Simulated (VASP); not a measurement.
The system is MgO.

```xyz
2
Lattice="2.6605 0.0000 0.0000 0.0000 2.6605 0.0000 0.0000 0.0000 2.6605" Properties=species:S:1:pos:R:3 pbc="T T T"
Mg    0.0000    0.0000    0.0000
O     1.3302    1.3302    1.3302
```

Base run:

```yaml
Program: VASP 6.6.1
Functional: r2SCAN
Potentials_or_basis: VASP PAW PBE potentials, release 64 (Mg, O)
Cutoff: 660 eV
k_mesh: 8 × 8 × 8
Occupations: gaussian, width 0.05 eV
Spin: no spin polarisation
```

Its results: band gap on the k mesh 3.06 eV, indirect (least direct gap 4.07 eV); pressure -7.4 GPa.

Question: The run is repeated on the same cell with these changes: functional from r2SCAN to PBE; cutoff from 660 eV to 600 eV. What comes out?

Answer: Band gap on the k mesh 2.24 eV, indirect (least direct gap 3.21 eV); pressure -1.0 GPa.

r2SCAN gives the wider gap, since meta-GGAs in the generalised Kohn-Sham scheme recover part of the derivative discontinuity.

Caveats: the PAW data sets were made with another functional, which shifts forces and pressure a little (some runs).

A k mesh can miss the band edges.
